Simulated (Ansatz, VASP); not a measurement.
## One calculation of GaN, two programs

```
CELL_PARAMETERS angstrom
0.00000 2.24895 2.24895
2.30855 0.00000 2.24895
2.30855 2.24895 0.00000
ATOMIC_POSITIONS crystal
Ga 0.00000 0.00000 0.00000
N 0.25000 0.25000 0.25000
```

Change from the starting cell: uniaxial_x strain +2.6%.

Alike in both runs: task single point; functional PBE; k mesh 10 × 10 × 10; occupations fermi-dirac, width 0.02 eV; no spin polarisation.

```csv
,VASP,Ansatz
version,VASP 6.6.1,Ansatz 0.2.0
potentials or method,"VASP PAW PBE potentials, release 64 (Ga_d, N)","plane waves, PAW"
plane-wave cutoff (eV),520,420
valence electrons in the cell,18,18
```

VASP gave:

```
gap on the k mesh at the Fermi level (eV)                     : 1.55
pressure (GPa)                                                : 1.3
traceless stress, the component that is largest in VASP (GPa) : -2.26
```

What did Ansatz give for the same quantities?

gap on the k mesh at the Fermi level (eV): 1.54; pressure (GPa): 1.3; traceless stress, the component that is largest in VASP (GPa): -2.26.
